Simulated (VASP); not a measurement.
# Mg3Be (Fm-3m) in VASP: further runs

Mg3Be is run at these levels: PBE; tasks: single point, relaxation of cell and atoms.

Program: VASP 6.6.1. These are calculated values, not measurements. Logs are shortened: lines on timing, memory, paths and dates and some standing lists are left out, and cuts for length are marked.

**1. The cell of the first run**

Symmetry: Fm-3m, No. 225, cubic system. The conventional cell has a = 6.382 Å, b = 6.382 Å, c = 6.382 Å, α = 90.00°, β = 90.00°, γ = 90.00°. Mg (site symmetry -43m) has 10 Mg at 2.76 to 3.19 Å and 4 Be at 2.76 Å within 3.6 Å. Within 3.6 Å of Mg (site symmetry m-3m) lie 8 Mg at 2.76 Å and 6 Be at 3.19 Å. Within 3.6 Å of Be (site symmetry m-3m) lie 14 Mg at 2.76 to 3.19 Å.

The cell was generated, and may not be a known phase.

**2. Single point, PBE**

INCAR

```
SYSTEM = Mg3Be
  ALGO = Fast
  EDIFF = 1E-7
  ENCUT = 520
  GGA = PE
  ISIF = 2
  ISMEAR = 0
  LASPH = .True.
  LCHARG = .False.
  LREAL = .False.
  LWAVE = .False.
  NBANDS = 12
  NELM = 80
  PREC = Accurate
  SIGMA = 0.1
```

KPOINTS

```
k-points
0
Gamma
  6 6 6
  0 0 0
```

POSCAR

```
Mg3Be
1.0
    0.0000000000      3.1907721800      3.1907721800
    3.1907721800      0.0000000000      3.1907721800
    3.1907721800      3.1907721800      0.0000000000
Mg Be
3 1
Direct
    0.7500000000      0.7500000000      0.7500000000
    0.2500000000      0.2500000000      0.2500000000
    0.0000000000      0.0000000000      0.0000000000
    0.5000000000      0.5000000000      0.5000000000
```

Potentials or basis: VASP PAW PBE potentials, release 64 (Mg, Be).

Launch:

```console
> cat potpaw_PBE.64/Mg/POTCAR potpaw_PBE.64/Be/POTCAR > POTCAR
> mpirun -np 1 vasp_std > vasp.out
```

OUTCAR:

```text
SYSTEM = Mg3Be
   EDIFF = 1E-7
   ENCUT = 520
   GGA = PE
   ISIF = 2
   ISMEAR = 0
   LASPH = .True.
   LREAL = .False.
   NELM = 80
   PREC = Accurate

 ion  position               nearest neighbor table
   1  0.750  0.750  0.750-   3 2.76   4 2.76   4 2.76   4 2.76   4 2.76   3 2.76   3 2.76   3 2.76
                             2 3.19   2 3.19   2 3.19   2 3.19   2 3.19   2 3.19
   2  0.250  0.250  0.250-   3 2.76   4 2.76   3 2.76   3 2.76   3 2.76   4 2.76   4 2.76   4 2.76
                             1 3.19   1 3.19   1 3.19   1 3.19   1 3.19   1 3.19
   3  0.000  0.000  0.000-   1 2.76   2 2.76   1 2.76   1 2.76   1 2.76   2 2.76   2 2.76   2 2.76

   4  0.500  0.500  0.500-   1 2.76   2 2.76   2 2.76   2 2.76   2 2.76   1 2.76   1 2.76   1 2.76

  LATTYP: Found a face centered cubic cell.
 ALAT       =     6.3815443600

  Lattice vectors:

 A1 = (   0.0000000000,   3.1907721800,   3.1907721800)
 A2 = (   3.1907721800,   0.0000000000,   3.1907721800)
 A3 = (   3.1907721800,   3.1907721800,   0.0000000000)

Analysis of symmetry for initial positions (statically):
=====================================================================
 Subroutine PRICEL returns:
 Original cell was already a primitive cell.

 Routine SETGRP: Setting up the symmetry group for a
 face centered cubic supercell.

 Subroutine GETGRP returns: Found 48 space group operations
 (whereof 48 operations were pure point group operations)
 out of a pool of 48 trial point group operations.

The static configuration has the point symmetry O_h .

Analysis of symmetry for dynamics (positions and initial velocities):
=====================================================================
 Subroutine PRICEL returns:
 Original cell was already a primitive cell.

 Routine SETGRP: Setting up the symmetry group for a
 face centered cubic supercell.

 Subroutine GETGRP returns: Found 48 space group operations
 (whereof 48 operations were pure point group operations)
 out of a pool of 48 trial point group operations.

The dynamic configuration has the point symmetry O_h .

 Subroutine INISYM returns: Found 48 space group operations
 (whereof 48 operations are pure point group operations),
 and found     1 'primitive' translations

----------------------------------------------------------------------------------------

                                     Primitive cell

  volume of cell :      64.9707

  direct lattice vectors                    reciprocal lattice vectors
     0.000000000  3.190772180  3.190772180    -0.156701880  0.156701880  0.156701880
     3.190772180  0.000000000  3.190772180     0.156701880 -0.156701880  0.156701880
     3.190772180  3.190772180  0.000000000     0.156701880  0.156701880 -0.156701880

  length of vectors
     4.512433291  4.512433291  4.512433291     0.271415618  0.271415618  0.271415618

  position of ions in fractional coordinates (direct lattice)
     0.750000000  0.750000000  0.750000000
     0.250000000  0.250000000  0.250000000
     0.000000000  0.000000000  0.000000000
     0.500000000  0.500000000  0.500000000

  ion indices of the primitive-cell ions
   primitive index   ion index
                 1           1
                 2           2
                 3           3
                 4           4

----------------------------------------------------------------------------------------

 KPOINTS: k-points

Automatic generation of k-mesh.
 Grid dimensions read from file:
 generate k-points for:    6    6    6

 Generating k-lattice:

  Cartesian coordinates                     Fractional coordinates (reciprocal lattice)
    -0.026116980  0.026116980  0.026116980     0.166666667  0.000000000  0.000000000
     0.026116980 -0.026116980  0.026116980     0.000000000  0.166666667  0.000000000
     0.026116980  0.026116980 -0.026116980     0.000000000  0.000000000  0.166666667

  Length of vectors
     0.045235936  0.045235936  0.045235936

  Shift w.r.t. Gamma in fractional coordinates (k-lattice)
     0.000000000  0.000000000  0.000000000

 Subroutine IBZKPT returns following result:
 ===========================================

 Found     16 irreducible k-points:

 Following reciprocal coordinates:
            Coordinates               Weight
  0.000000  0.000000  0.000000      1.000000
  0.166667  0.000000  0.000000      8.000000
  0.333333  0.000000  0.000000      8.000000
  0.500000  0.000000  0.000000      4.000000
  0.166667  0.166667  0.000000      6.000000
  0.333333  0.166667  0.000000     24.000000
[... 8 lines left out ...]
 -0.333333  0.333333  0.166667     24.000000
 -0.333333  0.500000  0.166667     12.000000
   k-points           NKPTS =     16   k-points in BZ     NKDIM =     16   number of bands    NBANDS=     12
   number of dos      NEDOS =    301   number of ions     NIONS =      4
   total plane-waves  NPLWV =  46656
   dimension x,y,z NGX =    36 NGY =   36 NGZ =   36
   dimension x,y,z NGXF=    72 NGYF=   72 NGZF=   72
   ions per type =               3   1
   NGX,Y,Z   is equivalent  to a cutoff of  13.26, 13.26, 13.26 a.u.
   NGXF,Y,Z  is equivalent  to a cutoff of  26.53, 26.53, 26.53 a.u.
 SYSTEM =  Mg3Be
   PREC   = accura    normal or accurate (medium, high low for compatibility)
   ISTART =      0    job   : 0-new  1-cont  2-samecut
   ICHARG =      2    charge: 1-file 2-atom 10-const
   ISPIN  =      1    spin polarized calculation?
   LNONCOLLINEAR =      F non collinear calculations
   LSORBIT =      F    spin-orbit coupling
   LASPH  =      T    aspherical Exc in radial PAW
   ENCUT  =  520.0 eV  38.22 Ry    6.18 a.u.   8.39  8.39  8.39*2*pi/ulx,y,z
   NELM   =     80;   NELMIN=  2; NELMDL= -5     # of ELM steps
   EDIFF  = 0.1E-06   stopping-criterion for ELM
   LREAL  =      F    real-space projection
   EDIFFG = 0.1E-05   stopping-criterion for IOM
   NSW    =      0    number of steps for IOM
   IBRION =     -1    ionic relax: 0-MD 1-quasi-New 2-CG
   NFREE  =      0    steps in history (QN), initial steepest desc. (CG)
   ISIF   =      2    stress and relaxation
   ISYM   =      2    0-nonsym 1-usesym 2-fastsym
   POTIM  = 0.5000    time-step for ionic-motion
   TEBEG  =    0.0;   TEEND  =   0.0 temperature during run
   PSTRESS=    0.0 pullay stress
   NELECT =       8.0000    total number of electrons
   NUPDOWN=      -1.0000    fix difference up-down
   EMIN   =  10.00;   EMAX   =-10.00  energy-range for DOS
   EFERMI =   0.00;   METHOD = LEGACY
   ISMEAR =     0;   SIGMA  =   0.10  broadening in eV -4-tet -1-fermi 0-gaus
   EFERMI_NEDOS =   21; number of points for ismear=-14 and -15
   IALGO  =     68    algorithm
   IMIX   =      4    mixing-type and parameters
     AMIX     =   0.40;   BMIX     =  1.00
     AMIX_MAG =   1.60;   BMIX_MAG =  1.00
  volume/ion in A,a.u.               =      16.24       109.61
  Fermi-wavevector in a.u.,A,eV,Ry     =   0.814452  1.539092  9.025189  0.663333
  Thomas-Fermi vector in A             =   1.924362
   LORBIT       =      0    0 simple, 1 ext, 2 COOP (PROOUT), +10 PAW based schemes
   GGA     = PE    functional components
   LHFCALC =     F    Hartree Fock is set to
   AEXX    =    0.0000 exact exchange contribution
   IVDW    =     0    specifies the selected vdW correction
   LEPSILON=     F    determine dielectric tensor
   LRPA    =     F    only Hartree local field effects (RPA)
 non-spin polarized calculation
 RMM-DIIS sequential band-by-band and
 Gauss-broadening in eV      SIGMA  =   0.10
  energy-cutoff  :      520.00
  volume of cell :       64.97
 maximum number of plane-waves:      1807
 NGX is ok and might be reduce to    36
   NGX = 17   NGY = 17   NGZ = 17

 number of electron       8.0000000 magnetization

 Free energy of the ion-electron system (eV)
  ---------------------------------------------------
  ext. energy  EPLUGINS =         0.00000000
  ---------------------------------------------------
  free energy    TOTEN  =        -6.92291623 eV

  energy without entropy =       -6.91434795  energy(sigma->0) =       -6.91863209

 E-fermi :   4.0854     XC(G=0):  -9.3404

 val. band max:        4.0595960388   @ k =   0.3333   0.0000   0.0000
 cond. band min:       4.1313735703   @ k =  -0.3333   0.3333   0.0000
 fundamental gap:      0.0717775315
 Fermi energy:         4.0854179165

 k-point     1 :       0.0000    0.0000    0.0000
  band No.  band energies     occupation
      1      -4.1898      2.00000
      2       4.7118      0.00000
      3       4.7118      0.00000
      4       4.7118      0.00000
      5       6.0305      0.00000
      6       6.0305      0.00000
      7       6.0305      0.00000
      8       7.8180      0.00000
      9       8.7208      0.00000
     10       8.7208      0.00000
     11       8.7209      0.00000
     12       9.0253      0.00000

 k-point     2 :       0.1667    0.0000    0.0000
  band No.  band energies     occupation
      1      -3.8939      2.00000
      2       2.7570      2.00000
      3       4.3369      0.00038
      4       4.3369      0.00038
      5       6.4880      0.00000
      6       6.6616      0.00000
      7       6.6616      0.00000
      8       7.2430      0.00000
      9       7.2430      0.00000
     10       8.2152      0.00000
     11       8.9632      0.00000
     12      11.2410      0.00000

 k-point     3 :       0.3333    0.0000    0.0000
  band No.  band energies     occupation
      1      -3.0135      2.00000
      2       0.3891      2.00000
      3       4.0596      1.28502
      4       4.0596      1.28502
      5       5.5925      0.00000
      6       5.5925      0.00000
      7       6.4339      0.00000
      8       7.4602      0.00000
      9       8.8426      0.00000
     10       8.8426      0.00000
     11      10.7116      0.00000
     12      13.8986      0.00000
[... 166 lines left out ...]
 k-point    15 :      -0.3333    0.3333    0.1667
  band No.  band energies     occupation
      1      -0.8493      2.00000
      2      -0.7788      2.00000
      3       1.2935      2.00000
      4       1.5043      2.00000
      5       5.6955      0.00000
      6       6.2215      0.00000
      7       8.2203      0.00000
      8       8.2830      0.00000
      9       9.8655      0.00000
     10      10.4827      0.00000
     11      11.9106      0.00000
     12      13.4121      0.00000

 k-point    16 :      -0.3333    0.5000    0.1667
  band No.  band energies     occupation
      1      -0.3887      2.00000
      2      -0.3065      2.00000
      3       0.7088      2.00000
      4       0.8173      2.00000
      5       5.0619      0.00000
      6       5.8198      0.00000
      7       8.1347      0.00000
      8       9.0526      0.00000
      9      10.9289      0.00000
     10      11.7653      0.00000
     11      12.9372      0.00000
     12      14.3696      0.00000

------------------------ aborting loop because EDIFF is reached ----------------------------------------

  FORCE on cell =-STRESS in cart. coord.  units (eV):
  Direction    XX          YY          ZZ          XY          YZ          ZX
  --------------------------------------------------------------------------------------
  -------------------------------------------------------------------------------------
  Total        3.0240397      3.0240397      3.0240397      0.0000000      0.0000000     -0.0000000
  in kB       74.5728415     74.5728415     74.5728415      0.0000000      0.0000000     -0.0000000
  external PRESSURE =      74.5728415 kB  Pullay stress =       0.0000000 kB

 VOLUME and BASIS-vectors are now :
 -----------------------------------------------------------------------------
  energy-cutoff  :      520.00
  volume of cell :       64.97
      direct lattice vectors                 reciprocal lattice vectors
     0.000000000  3.190772180  3.190772180    -0.156701880  0.156701880  0.156701880
     3.190772180  0.000000000  3.190772180     0.156701880 -0.156701880  0.156701880
     3.190772180  3.190772180  0.000000000     0.156701880  0.156701880 -0.156701880

 POSITION                                       TOTAL-FORCE (eV/Angst)
 -----------------------------------------------------------------------------------
      4.78616      4.78616      4.78616         0.000000      0.000000      0.000000
      1.59539      1.59539      1.59539        -0.000000     -0.000000     -0.000000
      0.00000      0.00000      0.00000        -0.000000     -0.000000     -0.000000
      3.19077      3.19077      3.19077        -0.000000     -0.000000     -0.000000
 -----------------------------------------------------------------------------------
    total drift:                               -0.000000      0.000000     -0.000000

  FREE ENERGIE OF THE ION-ELECTRON SYSTEM (eV)
  ---------------------------------------------------
  free  energy   TOTEN  =        -6.9229162321 eV

  energy  without entropy=       -6.9143479527  energy(sigma->0) =       -6.91863209
```

Run time: 7.9 s. Hardware: 1 thread of Intel Xeon 6975P-C (Granite Rapids), shared host; peak memory 0.19 GiB.

What came out:

```yaml
Free_energy: -6.9229 eV
Pressure: 7.5 GPa
Band_gap_on_the_k_mesh: zero (bands 4 and 5 overlap by 1.65 eV)
```

Levels at points of the mesh, in eV from the Fermi level:
| k point | band 1 | band 2 | band 3 | band 4 | band 5 | band 6 | band 7 | band 8 |
| --- | --- | --- | --- | --- | --- | --- | --- | --- |
| (0.00, 0.00, 0.00) | -8.28 | 0.63 | 0.63 | 0.63 | 1.95 | 1.95 | 1.95 | 3.73 |
| (0.50, 0.00, 0.00) | -5.66 | -5.66 | -0.04 | -0.04 | 0.99 | 0.99 | 2.43 | 2.92 |
| (0.50, 0.50, 0.00) | -4.82 | -4.78 | -2.04 | -2.04 | -1.03 | -0.21 | 6.54 | 6.54 |

Caveat: the cell stands under pressure.

[end of part 1 of 2]

The gap in the log of VASP goes by the Fermi energy; the results here count the filled bands.